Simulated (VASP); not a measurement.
# HfOs (Pm-3m) in VASP: vibrations by perturbation theory with LDA

Aim: the vibrations by perturbation theory of HfOs with LDA.

All numbers are computed with VASP 6.6.1; they aren't measurements. Logs are shortened: lines on timing, memory, paths and dates and some standing lists are left out, and cuts for length are marked.

## 1. The cell of the first run

It takes space group Pm-3m (No. 221, cubic). The conventional cell has a = 3.200 Å, b = 3.200 Å, c = 3.200 Å, α = 90.00°, β = 90.00°, γ = 90.00°. Hf (site symmetry m-3m) has 8 Os at 2.77 Å and 6 Hf at 3.20 Å within 3.7 Å. Os (site symmetry m-3m) has 8 Hf at 2.77 Å and 6 Os at 3.20 Å within 3.7 Å.

## 2. Vibrations by perturbation theory, LDA

Input file INCAR:

```
SYSTEM = HfOs
  PREC = Accurate
  ENCUT = 520
  EDIFF = 1E-8
  ISMEAR = -1
  SIGMA = 0.15
  LREAL = .False.
  LASPH = .True.
  NELM = 100
  ALGO = Normal
  ISIF = 2
  LWAVE = .False.
  LCHARG = .False.
  IBRION = 8
  NSW = 1
```

Input file KPOINTS:

```
Automatic mesh
0
Gamma
  14 14 14
  0 0 0
```

Input file POSCAR:

```
HfOs
1.0
    3.1999280780      0.0000000000      0.0000000000
    0.0000000000      3.1999280780      0.0000000000
    0.0000000000      0.0000000000      3.1999280780
Hf Os
1 1
Direct
    0.0000000000      0.0000000000      0.0000000000
    0.5000000000      0.5000000000      0.5000000000
```

Potentials or basis: VASP PAW LDA potentials, release 64 (Hf_pv, Os).

Run with:

```console
> cat potpaw_LDA.64/Hf_pv/POTCAR potpaw_LDA.64/Os/POTCAR > POTCAR
> mpirun -np 1 vasp_std > vasp.out
```

OUTCAR:

```text
SYSTEM = HfOs
   PREC = Accurate
   ENCUT = 520
   EDIFF = 1E-8
   ISMEAR = -1
   LREAL = .False.
   LASPH = .True.
   NELM = 100
   ISIF = 2
   IBRION = 8
   NSW = 1

 ion  position               nearest neighbor table
   1  0.000  0.000  0.000-   2 2.77   2 2.77   2 2.77   2 2.77   2 2.77   2 2.77   2 2.77   2 2.77

   2  0.500  0.500  0.500-   1 2.77   1 2.77   1 2.77   1 2.77   1 2.77   1 2.77   1 2.77   1 2.77

  LATTYP: Found a simple cubic cell.
 ALAT       =     3.1999280780

  Lattice vectors:

 A1 = (   3.1999280780,   0.0000000000,   0.0000000000)
 A2 = (   0.0000000000,   3.1999280780,   0.0000000000)
 A3 = (   0.0000000000,   0.0000000000,   3.1999280780)

Analysis of symmetry for initial positions (statically):
=====================================================================
 Subroutine PRICEL returns:
 Original cell was already a primitive cell.

 Routine SETGRP: Setting up the symmetry group for a
 simple cubic supercell.

 Subroutine GETGRP returns: Found 48 space group operations
 (whereof 48 operations were pure point group operations)
 out of a pool of 48 trial point group operations.

The static configuration has the point symmetry O_h .

Analysis of symmetry for dynamics (positions and initial velocities):
=====================================================================
 Subroutine PRICEL returns:
 Original cell was already a primitive cell.

 Routine SETGRP: Setting up the symmetry group for a
 simple cubic supercell.

 Subroutine GETGRP returns: Found 48 space group operations
 (whereof 48 operations were pure point group operations)
 out of a pool of 48 trial point group operations.

The dynamic configuration has the point symmetry O_h .

 Subroutine INISYM returns: Found 48 space group operations
 (whereof 48 operations are pure point group operations),
 and found     1 'primitive' translations

----------------------------------------------------------------------------------------

                                     Primitive cell

  volume of cell :      32.7658

  direct lattice vectors                    reciprocal lattice vectors
     3.199928078  0.000000000  0.000000000     0.312507024  0.000000000  0.000000000
     0.000000000  3.199928078  0.000000000     0.000000000  0.312507024  0.000000000
     0.000000000  0.000000000  3.199928078     0.000000000  0.000000000  0.312507024

  length of vectors
     3.199928078  3.199928078  3.199928078     0.312507024  0.312507024  0.312507024

  position of ions in fractional coordinates (direct lattice)
     0.000000000  0.000000000  0.000000000
     0.500000000  0.500000000  0.500000000

  ion indices of the primitive-cell ions
   primitive index   ion index
                 1           1
                 2           2

----------------------------------------------------------------------------------------

 KPOINTS: Automatic mesh

Automatic generation of k-mesh.
 Grid dimensions read from file:
 generate k-points for:   14   14   14

 Generating k-lattice:

  Cartesian coordinates                     Fractional coordinates (reciprocal lattice)
     0.022321930  0.000000000  0.000000000     0.071428571  0.000000000  0.000000000
     0.000000000  0.022321930  0.000000000     0.000000000  0.071428571  0.000000000
     0.000000000  0.000000000  0.022321930     0.000000000  0.000000000  0.071428571

  Length of vectors
     0.022321930  0.022321930  0.022321930

[... 84 lines left out ...]
 non-spin polarized calculation
  energy-cutoff  :      520.00
  volume of cell :       32.77
 maximum number of plane-waves:       912
 NGX is ok and might be reduce to    24
   NGX = 11   NGY = 11   NGZ = 11

--------------------------------------- Ionic step        1  -------------------------------------------

 number of electron      17.9999998 magnetization

 Free energy of the ion-electron system (eV)
  ---------------------------------------------------
  ext. energy  EPLUGINS =         0.00000000
  ---------------------------------------------------
  free energy    TOTEN  =       -24.79271359 eV

  energy without entropy =      -24.76466557  energy(sigma->0) =      -24.77868958

 E-fermi :   7.3721     XC(G=0): -13.1203

 val. band max:        7.3389377367   @ k =   0.5000   0.3571   0.0714
 cond. band min:       7.3763918362   @ k =   0.3571   0.0714   0.0000
 fundamental gap:      0.0374540994
 Fermi energy:         7.3720783327

 k-point     1 :       0.0000    0.0000    0.0000
  band No.  band energies     occupation
      1     -22.7153      2.00000
      2     -22.7153      2.00000
      3     -22.7153      2.00000
      4      -1.7411      2.00000
      5       1.7999      2.00000
      6       1.8000      2.00000
      7       5.7356      1.99996
      8       5.7356      1.99996
      9       5.7356      1.99996
     10       9.9187      0.00000
     11       9.9187      0.00000
     12      13.6567      0.00000
     13      13.6567      0.00000
[... 354 lines left out ...]
  band No.  band energies     occupation
      1     -23.0691      2.00000
      2     -22.8607      2.00000
      3     -22.6848      2.00000
      4       1.2475      2.00000
      5       2.7670      2.00000
      6       4.1079      2.00000
      7       4.6960      2.00000
      8       5.3313      2.00000
      9       5.5881      1.99999
     10       8.1114      0.01436
     11       8.8011      0.00015
     12      10.1513      0.00000
     13      10.5438      0.00000

 [... further k-points ...]

------------------------ aborting loop because EDIFF is reached ----------------------------------------

  FORCE on cell =-STRESS in cart. coord.  units (eV):
  Direction    XX          YY          ZZ          XY          YZ          ZX
  --------------------------------------------------------------------------------------
  -------------------------------------------------------------------------------------
  Total       -0.0518758     -0.0518758     -0.0518758      0.0000000      0.0000000     -0.0000000
  in kB       -2.5366182     -2.5366182     -2.5366182      0.0000000      0.0000000     -0.0000000
  external PRESSURE =      -2.5366182 kB  Pullay stress =       0.0000000 kB

 VOLUME and BASIS-vectors are now :
 -----------------------------------------------------------------------------
  energy-cutoff  :      520.00
  volume of cell :       32.77
      direct lattice vectors                 reciprocal lattice vectors
     3.199928078  0.000000000  0.000000000     0.312507024  0.000000000  0.000000000
     0.000000000  3.199928078  0.000000000     0.000000000  0.312507024  0.000000000
     0.000000000  0.000000000  3.199928078     0.000000000  0.000000000  0.312507024

 POSITION                                       TOTAL-FORCE (eV/Angst)
 -----------------------------------------------------------------------------------
      0.00000      0.00000      0.00000         0.000000      0.000000      0.000000
      1.59996      1.59996      1.59996         0.000000      0.000000      0.000000
 -----------------------------------------------------------------------------------
    total drift:                                0.000000      0.000000     -0.000000

  FREE ENERGIE OF THE ION-ELECTRON SYSTEM (eV)
  ---------------------------------------------------
  free  energy   TOTEN  =       -24.7927135886 eV

  energy  without entropy=      -24.7646655673  energy(sigma->0) =      -24.77868958

[... ionic steps 2 to 3 ...]

--------------------------------------- Ionic step        4  -------------------------------------------

------------------------ aborting loop because EDIFF is reached ----------------------------------------

[... ionic steps 5 to 6 ...]

--------------------------------------- Ionic step        7  -------------------------------------------

 Free energy of the ion-electron system (eV)
  ---------------------------------------------------
  ---------------------------------------------------
  free energy    TOTEN  =        -0.21880350 eV

  energy without entropy =       -0.21880351

------------------------ aborting loop because EDIFF is reached ----------------------------------------

 INTERNAL STRAIN TENSOR  FOR ION    2  DIRECTION 1   (eV/Angst):
 -----------------------------------------------------------------------------
     0.06590  0.00000  0.00000
     0.00000 -0.01669 -0.00000
     0.00000 -0.00000 -0.01669

 INTERNAL STRAIN TENSOR FOR ION    2 for displacements in x,y,z  (eV/Angst):
          X           Y           Z          XY          YZ          ZX
  --------------------------------------------------------------------------------
  x     0.00000     0.00000     0.00000     0.00000     0.00000     0.00000
  y     0.00000     0.00000     0.00000     0.00000     0.00000     0.00000
  z     0.00000     0.00000     0.00000     0.00000     0.00000     0.00000

 SECOND DERIVATIVES (NOT SYMMETRIZED)
 ------------------------------------
               1X          1Y          1Z          2X          2Y          2Z
  1X    -8.447013   -0.000000   -0.000000    8.447013    0.000000    0.000000
  1Y    -0.000000   -8.447013   -0.000000    0.000000    8.447013    0.000000
  1Z    -0.000000   -0.000000   -8.447013    0.000000    0.000000    8.447013
  2X     8.453100   -0.000000   -0.000000   -8.453100    0.000000    0.000000
  2Y     0.000000    8.453100   -0.000000   -0.000000   -8.453100    0.000000
  2Z    -0.000000   -0.000000    8.453100    0.000000    0.000000   -8.453100

 Eigenvectors and eigenvalues of the dynamical matrix
 ----------------------------------------------------

   1 f  =    4.735835 THz    29.756126 2PiTHz  157.970438 cm-1    19.585829 meV
             X         Y         Z           dx          dy          dz
      0.000000  0.000000  0.000000     0.000000    0.718123    0.000000
      1.599964  1.599964  1.599964     0.000000   -0.695916    0.000000
[... 21 lines left out ...]
   6 f/i=    0.000852 THz     0.005356 2PiTHz    0.028435 cm-1     0.003525 meV
             X         Y         Z           dx          dy          dz
      0.000000  0.000000  0.000000     0.000000    0.000000   -0.695916
      1.599964  1.599964  1.599964    -0.000000    0.000000   -0.718123

--------------------------------------------------------------------------------------------------------

 ELASTIC MODULI CONTR FROM IONIC RELAXATION (kBar)
 Direction    XX          YY          ZZ          XY          YZ          ZX
 --------------------------------------------------------------------------------
 XX           0.0000      0.0000      0.0000      0.0000      0.0000      0.0000
 YY           0.0000      0.0000      0.0000      0.0000      0.0000      0.0000
 ZZ           0.0000      0.0000      0.0000      0.0000      0.0000      0.0000
 XY           0.0000      0.0000      0.0000      0.0000      0.0000      0.0000
 YZ           0.0000      0.0000      0.0000      0.0000      0.0000      0.0000
 ZX           0.0000      0.0000      0.0000      0.0000      0.0000      0.0000
 --------------------------------------------------------------------------------
```

Wall time 4.1 min (1 thread of Intel Xeon Platinum 8259CL at 2.50GHz (Skylake/Cascade Lake), shared host); peak memory 0.38 GiB.

Results:

```
Highest phonon frequency at Γ : 158 cm⁻¹
```

Phonon frequencies in cm⁻¹ (negative: imaginary):
```
              q point        frequencies
(0.000, 0.000, 0.000)  0 0 0 158 158 158
```

Caveat: spin-orbit coupling is left out, which moves the levels of the heavy elements.
